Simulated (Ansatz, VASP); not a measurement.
# SiB6: VASP beside Ansatz

File INCAR:

```
PREC     = Accurate       # precision mode
ENCUT    = 600            # plane-wave cutoff, eV
EDIFF    = 1E-6           # SCF threshold, eV
ISMEAR   = 0              # smearing method
SIGMA    = 0.1            # smearing width, eV
LREAL    = False          # projectors in reciprocal space
LASPH    = True           # aspherical terms in the spheres
NELM     = 60             # most SCF steps
ALGO     = Normal         # electronic algorithm
ISIF     = 3              # what is computed and relaxed
LWAVE    = False          # write WAVECAR
LCHARG   = False          # write CHGCAR
GGA      = PE             # functional
IBRION   = 2              # ionic algorithm
NSW      = 100            # ionic steps
EDIFFG   = -0.01          # ionic threshold
```

The input KPOINTS:

```
Automatic mesh
0
Gamma
  12 12 6
```

Contents of POSCAR:

```
SiB6
1.0
    3.2372914832      0.0000000000      0.0000000000
   -1.6186457416      2.8035766639      0.0000000000
    0.0000000000      0.0000000000      7.2826012307
Si B
1 6
Direct
    0.0000000000      0.0000000000      0.1437075753
    0.5000000000      0.0000000000      0.3409833956
    0.0000000000      0.5000000000      0.3409833956
    0.5000000000      0.5000000000      0.3409833956
    0.3333333333      0.6666666667      0.7759357407
    0.6666666667      0.3333333333      0.7759357407
    0.0000000000      0.0000000000      0.8663350265
```

Input for Ansatz:

```yaml
crystal:
  lattice:
    - [3.2372914832, 0.0, 0.0]
    - [-1.6186457416, 2.8035766639, 0.0]
    - [0.0, 0.0, 7.2826012307]
  atoms:
    - { symbol: Si, position: [0.0, 0.0, 0.1437075753] }
    - { symbol: B, position: [0.5, 0.0, 0.3409833956] }
    - { symbol: B, position: [0.0, 0.5, 0.3409833956] }
    - { symbol: B, position: [0.5, 0.5, 0.3409833956] }
    - { symbol: B, position: [0.3333333333, 0.6666666667, 0.7759357407] }
    - { symbol: B, position: [0.6666666667, 0.3333333333, 0.7759357407] }
    - { symbol: B, position: [0.0, 0.0, 0.8663350265] }
basis:
  ecutwfc: 420
kpoints:
  mp_grid: { grid: [12, 12, 6] }
hamiltonian:
  xc: pbe
scf:
  occupations: { method: gaussian, width: 0.1 }
output:
  forces: true
  stress: true
  eigenvalues: true
  write_density: true
  write_potential: true
  elf: true
  volumetric_format: npy
relax:
  adjacent_minimum: "off"
  f_tol: 0.01
  max_steps: 80
  cell: { stress_tol: 0.05 }
```

Alike in both runs: task relaxation of cell and atoms; functional PBE; k mesh 12 × 12 × 6; occupations gaussian, width 0.1 eV; no spin polarisation.

|  | VASP | Ansatz |
| --- | --- | --- |
| version | VASP 6.6.1 | Ansatz 0.2.0 |
| potentials or method | VASP PAW PBE potentials, release 64 (Si, B), cutoff 600 eV | scalar-relativistic, plane waves, PAW |
| valence electrons in the cell | 22 | 22 |

VASP gave:

* gap on the k mesh at the Fermi level, each at its own relaxed structure (eV): none
* relaxed volume (Å³/atom): 9.78
* relaxed cell length with the largest relative difference (Å): 7.572

Q: Estimate Ansatz's values.

A: gap on the k mesh at the Fermi level, each at its own relaxed structure (eV): none; relaxed volume (Å³/atom): 9.84; relaxed cell length with the largest relative difference (Å): 7.616.

A gap of «none» marks a metal or a gap that the smearing closes.
